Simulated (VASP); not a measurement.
Runs of VASP 6.6.1 on Ni3Ge. The structure is that of space group Pm-3m (No. 221), or close to it. The cells are those of the table. 

```tsv
task	cell	cutoff (eV)	gap on the mesh (eV)	pressure (GPa)
relaxation of cell and atoms	relaxed to 2 GPa from a = 3.491 Å, 4 atoms	600	none	2.0
single point	a = 3.481 Å, 4 atoms	520	none	2.5
single point	a = 3.467 Å, 4 atoms	520	none	(a)
single point	a = 3.514 Å, 4 atoms	520	none	-3.9
```

Alike in all rows: level LDA; potentials or basis VASP PAW LDA potentials, release 64 (Ni, Ge_d); no spin polarisation; k mesh 12 × 12 × 12; smearing fermi-dirac 0.15 eV.

Task: Fill in the values left out.

Result: (a) 5.4.

Caveats: the cell is relaxed towards a set pressure, so the run minimises the enthalpy, not the energy (at least some runs); the cell stands under pressure (at least some runs); the cell stands under tension (at least some runs).

A k mesh can miss the band edges, and the runs leave out spin-orbit coupling on Ge.

A gap of «none» marks levels without a gap at the run's occupations.
